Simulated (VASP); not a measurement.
# In (I4/mmm) in VASP: notebook

In is run at these levels: PBEsol, PBE; tasks: electric field gradients.

Everything below comes from runs of VASP 6.6.1. Logs are shortened: lines on timing, memory, paths and dates and some standing lists are left out, and cuts for length are marked.

## (1) The cell of the first run

Symmetry: I4/mmm, No. 139, tetragonal system. The conventional cell has a = 3.252 Å, b = 3.252 Å, c = 4.948 Å, α = 90.00°, β = 90.00°, γ = 90.00°. In (site symmetry 4/mmm) has 12 In at 3.25 to 3.38 Å within 4.3 Å.

## (2) Electric field gradients, PBEsol

The input, INCAR:

```
PREC = Accurate
ENCUT = 520
EDIFF = 1E-8
ISMEAR = -1
SIGMA = 0.05
LREAL = F
LASPH = T
NELM = 60
ALGO = Normal
ISIF = 2
LWAVE = F
LCHARG = F
GGA = PS
LEFG = T
NBANDS = 12
```

The input, KPOINTS:

```
Automatic mesh
0
Gamma
  14 14 14
```

The input, POSCAR:

```
In
1.0
   -1.6261500000      1.6261500000      2.4739500000
    1.6261500000     -1.6261500000      2.4739500000
    1.6261500000      1.6261500000     -2.4739500000
In
1
Direct
    0.0000000000      0.0000000000      0.0000000000
```

Potentials or basis: VASP PAW PBE potentials, release 64 (In_d).

The run is started by

```bash
$ cat potpaw_PBE.64/In_d/POTCAR > POTCAR
$ mpirun -np 1 vasp_std > vasp.out
```

OUTCAR:

```text
PREC = Accurate
   ENCUT = 520
   EDIFF = 1E-8
   ISMEAR = -1
   LREAL = F
   LASPH = T
   NELM = 60
   ISIF = 2
   GGA = PS

 ion  position               nearest neighbor table
   1  0.000  0.000  0.000-

  LATTYP: Found a body centered tetragonal cell.
 ALAT       =     3.2523000000
 C/A-ratio  =     1.5213541186

  Lattice vectors:

 A1 = (  -1.6261500000,   1.6261500000,   2.4739500000)
 A2 = (   1.6261500000,  -1.6261500000,   2.4739500000)
 A3 = (   1.6261500000,   1.6261500000,  -2.4739500000)

Analysis of symmetry for initial positions (statically):
=====================================================================
 Subroutine PRICEL returns:
 Original cell was already a primitive cell.

 Routine SETGRP: Setting up the symmetry group for a
 body centered tetragonal supercell.

 Subroutine GETGRP returns: Found 16 space group operations
 (whereof 16 operations were pure point group operations)
 out of a pool of 16 trial point group operations.

The static configuration has the point symmetry D_4h.

Analysis of symmetry for dynamics (positions and initial velocities):
=====================================================================
 Subroutine PRICEL returns:
 Original cell was already a primitive cell.

 Routine SETGRP: Setting up the symmetry group for a
 body centered tetragonal supercell.

 Subroutine GETGRP returns: Found 16 space group operations
 (whereof 16 operations were pure point group operations)
 out of a pool of 16 trial point group operations.

The dynamic configuration has the point symmetry D_4h.

 Subroutine INISYM returns: Found 16 space group operations
 (whereof 16 operations are pure point group operations),
 and found     1 'primitive' translations

----------------------------------------------------------------------------------------

                                     Primitive cell

  volume of cell :      26.1681

  direct lattice vectors                    reciprocal lattice vectors
    -1.626150000  1.626150000  2.473950000     0.000000000  0.307474710  0.202105944
     1.626150000 -1.626150000  2.473950000     0.307474710  0.000000000  0.202105944
     1.626150000  1.626150000 -2.473950000     0.307474710  0.307474710  0.000000000

  length of vectors
     3.377744254  3.377744254  3.377744254     0.367950418  0.367950418  0.434834905

  position of ions in fractional coordinates (direct lattice)
     0.000000000  0.000000000  0.000000000

  ion indices of the primitive-cell ions
   primitive index   ion index
                 1           1

----------------------------------------------------------------------------------------

 KPOINTS: Automatic mesh

Automatic generation of k-mesh.
 Grid dimensions read from file:
 generate k-points for:   14   14   14

 Generating k-lattice:

  Cartesian coordinates                     Fractional coordinates (reciprocal lattice)
     0.000000000  0.021962479  0.014436139     0.071428571  0.000000000 -0.000000000
     0.021962479  0.000000000  0.014436139     0.000000000  0.071428571 -0.000000000
     0.021962479  0.021962479  0.000000000     0.000000000  0.000000000  0.071428571

  Length of vectors
     0.026282173  0.026282173  0.031059636

  Shift w.r.t. Gamma in fractional coordinates (k-lattice)
     0.000000000  0.000000000  0.000000000

 Subroutine IBZKPT returns following result:
 ===========================================

 Found    244 irreducible k-points:

 Following reciprocal coordinates:
            Coordinates               Weight
  0.000000  0.000000  0.000000      1.000000
  0.071429 -0.000000  0.000000      8.000000
  0.142857 -0.000000  0.000000      8.000000
  0.214286  0.000000  0.000000      8.000000
  0.285714 -0.000000  0.000000      8.000000
  0.357143 -0.000000  0.000000      8.000000
[... 16 lines left out ...]
  0.214286  0.142857 -0.000000     16.000000
  0.285714  0.142857  0.000000     16.000000
 [... further k-points ...]
   k-points           NKPTS =    244   k-points in BZ     NKDIM =    244   number of bands    NBANDS=     12
   number of dos      NEDOS =    301   number of ions     NIONS =      1
   total plane-waves  NPLWV =  21952
   dimension x,y,z NGX =    28 NGY =   28 NGZ =   28
   dimension x,y,z NGXF=    56 NGYF=   56 NGZF=   56
   ions per type =               1
   NGX,Y,Z   is equivalent  to a cutoff of  13.78, 13.78, 13.78 a.u.
   NGXF,Y,Z  is equivalent  to a cutoff of  27.56, 27.56, 27.56 a.u.
 SYSTEM =  unknown system
   PREC   = accura    normal or accurate (medium, high low for compatibility)
   ISTART =      0    job   : 0-new  1-cont  2-samecut
   ICHARG =      2    charge: 1-file 2-atom 10-const
   ISPIN  =      1    spin polarized calculation?
   LNONCOLLINEAR =      F non collinear calculations
   LSORBIT =      F    spin-orbit coupling
   LASPH  =      T    aspherical Exc in radial PAW
   ENCUT  =  520.0 eV  38.22 Ry    6.18 a.u.   6.28  6.28  6.28*2*pi/ulx,y,z
   NELM   =     60;   NELMIN=  2; NELMDL= -5     # of ELM steps
   EDIFF  = 0.1E-07   stopping-criterion for ELM
   LREAL  =      F    real-space projection
   EDIFFG = 0.1E-06   stopping-criterion for IOM
   NSW    =      0    number of steps for IOM
   IBRION =     -1    ionic relax: 0-MD 1-quasi-New 2-CG
   NFREE  =      0    steps in history (QN), initial steepest desc. (CG)
   ISIF   =      2    stress and relaxation
   ISYM   =      2    0-nonsym 1-usesym 2-fastsym
   POTIM  = 0.5000    time-step for ionic-motion
   TEBEG  =    0.0;   TEEND  =   0.0 temperature during run
   PSTRESS=    0.0 pullay stress
   NELECT =      13.0000    total number of electrons
   NUPDOWN=      -1.0000    fix difference up-down
   EMIN   =  10.00;   EMAX   =-10.00  energy-range for DOS
   EFERMI =   0.00;   METHOD = LEGACY
   ISMEAR =    -1;   SIGMA  =   0.05  broadening in eV -4-tet -1-fermi 0-gaus
   EFERMI_NEDOS =   21; number of points for ismear=-14 and -15
   IALGO  =     38    algorithm
   IMIX   =      4    mixing-type and parameters
     AMIX     =   0.40;   BMIX     =  1.00
     AMIX_MAG =   1.60;   BMIX_MAG =  1.00
  volume/ion in A,a.u.               =      26.17       176.59
  Fermi-wavevector in a.u.,A,eV,Ry     =   1.296578  2.450177 22.872944  1.681114
  Thomas-Fermi vector in A             =   2.428025
   LORBIT       =      0    0 simple, 1 ext, 2 COOP (PROOUT), +10 PAW based schemes
   GGA     = PS    functional components
   LHFCALC =     F    Hartree Fock is set to
   AEXX    =    0.0000 exact exchange contribution
   IVDW    =     0    specifies the selected vdW correction
   LEPSILON=     F    determine dielectric tensor
   LRPA    =     F    only Hartree local field effects (RPA)
 non-spin polarized calculation
  energy-cutoff  :      520.00
  volume of cell :       26.17
 maximum number of plane-waves:       721
 NGX is ok and might be reduce to    28
   NGX = 13   NGY = 13   NGZ = 13

 number of electron      13.0000006 magnetization

 Free energy of the ion-electron system (eV)
  ---------------------------------------------------
  ext. energy  EPLUGINS =         0.00000000
  ---------------------------------------------------
  free energy    TOTEN  =        -2.98640727 eV

  energy without entropy =       -2.98298098  energy(sigma->0) =       -2.98469413

 E-fermi :   7.3803     XC(G=0): -10.4044

 val. band max:        7.3801404482   @ k =   0.2857   0.2143   0.0714
 cond. band min:       7.4265507142   @ k =  -0.2857   0.4286   0.0714
 fundamental gap:      0.0464102660
 Fermi energy:         7.3802544001

 k-point     1 :       0.0000    0.0000    0.0000
  band No.  band energies     occupation
      1      -7.2629      2.00000
      2      -7.1581      2.00000
      3      -7.1581      2.00000
      4      -7.0756      2.00000
      5      -6.9697      2.00000
      6      -2.2114      2.00000
      7      17.8663      0.00000
      8      17.8663      0.00000
      9      18.0338      0.00000
     10      18.9366      0.00000
     11      21.3087      0.00000
     12      21.4315      0.00000

 k-point     2 :       0.0714   -0.0000    0.0000
  band No.  band energies     occupation
      1      -7.2546      2.00000
      2      -7.1585      2.00000
      3      -7.1499      2.00000
      4      -7.0740      2.00000
      5      -6.9730      2.00000
      6      -2.0995      2.00000
      7      16.5174      0.00000
      8      17.6980      0.00000
      9      17.7262      0.00000
     10      18.7621      0.00000
     11      21.6945      0.00000
     12      21.7318      0.00000
[... 316 lines left out ...]
 k-point    24 :       0.2857    0.1429    0.0000
  band No.  band energies     occupation
      1      -7.2044      2.00000
      2      -7.1763      2.00000
      3      -7.1099      2.00000
      4      -6.9829      2.00000
      5      -6.9300      2.00000
      6       0.6280      2.00000
      7       8.4343      0.00000
      8      12.6080      0.00000
      9      15.4968      0.00000
     10      18.2708      0.00000
     11      20.1482      0.00000
     12      21.6734      0.00000

 [... further k-points ...]
[... 5 lines left out ...]
  --------------------------------------------------------------------------------------
  -------------------------------------------------------------------------------------
  Total       -0.1951171     -0.1951171     -0.1385159      0.0000000     -0.0000000      0.0000000
  in kB      -11.9463088    -11.9463088     -8.4808255      0.0000000     -0.0000000      0.0000000
  external PRESSURE =     -10.7911477 kB  Pullay stress =       0.0000000 kB

 VOLUME and BASIS-vectors are now :
 -----------------------------------------------------------------------------
  energy-cutoff  :      520.00
  volume of cell :       26.17
      direct lattice vectors                 reciprocal lattice vectors
    -1.626150000  1.626150000  2.473950000     0.000000000  0.307474710  0.202105944
     1.626150000 -1.626150000  2.473950000     0.307474710  0.000000000  0.202105944
     1.626150000  1.626150000 -2.473950000     0.307474710  0.307474710  0.000000000

 POSITION                                       TOTAL-FORCE (eV/Angst)
 -----------------------------------------------------------------------------------
      0.00000      0.00000      0.00000        -0.000000      0.000000      0.000000
 -----------------------------------------------------------------------------------
    total drift:                               -0.000000     -0.000000     -0.000000

  FREE ENERGIE OF THE ION-ELECTRON SYSTEM (eV)
  ---------------------------------------------------
  free  energy   TOTEN  =        -2.9864072726 eV

  energy  without entropy=       -2.9829809840  energy(sigma->0) =       -2.98469413

 Electric field gradients (V/A^2)
---------------------------------------------------------------------
 ion       V_xx      V_yy      V_zz      V_xy      V_xz      V_yz
---------------------------------------------------------------------
   1     -10.636   -10.636    21.271    -0.000     0.001     0.001
---------------------------------------------------------------------

 Electric field gradients after diagonalization (V/A^2)
 (convention: |V_zz| > |V_xx| > |V_yy|)
----------------------------------------------------------------------
 ion       V_xx      V_yy      V_zz     asymmetry (V_yy - V_xx)/ V_zz
----------------------------------------------------------------------
   1     -10.636   -10.636    21.271       0.000
----------------------------------------------------------------------

           NMR quadrupolar parameters

 Cq : quadrupolar parameter    Cq=e*Q*V_zz/h
 eta: asymmetry parameters     (V_yy - V_xx)/ V_zz
 Q  : nuclear electric quadrupole moment in mb (millibarn)
----------------------------------------------------------------------
 ion       Cq(MHz)       eta       Q (mb)
----------------------------------------------------------------------
   1       0.051       0.000       1.000
----------------------------------------------------------------------
```

It took 35 s on 1 thread of Intel Xeon 6975P-C (Granite Rapids), shared host; peak memory 0.2 GiB.

What came out:

```yaml
Free_energy: -2.9864 eV
Pressure: -1.1 GPa
```

Stress tensor (GPa, compression positive):
```
-1.19  0.00  0.00
 0.00 -1.19  0.00
 0.00  0.00 -0.85
```

Levels at points of the mesh, in eV from the Fermi level:
```csv
k point,band 4,band 5,band 6,band 7,band 8,band 9
"(0.00, 0.00, 0.00)",-14.46,-14.35,-9.59,10.49,10.49,10.65
"(0.50, 0.00, 0.00)",-14.26,-14.22,-4.35,-3.42,7.49,9.10
"(0.50, 0.50, 0.00)",-14.24,-14.15,-2.00,-1.70,3.48,3.90
"(0.50, 0.50, 0.50)",-14.22,-14.22,-2.97,-2.71,4.68,4.68
```

Electric field gradients, principal values (V/Å²):
```csv
atom,least,middle,greatest (by size)
1 In,-10.636,-10.636,21.271
```

Caveat: without QUAD_EFG the Cq values of the log hold for a quadrupole moment of 1 mb, not for the nuclei; the PAW data sets were made with another functional, which shifts forces and pressure a little; spin-orbit coupling is left out, which moves the levels of the heavy elements.

(Part 1 of 3 ends here.)
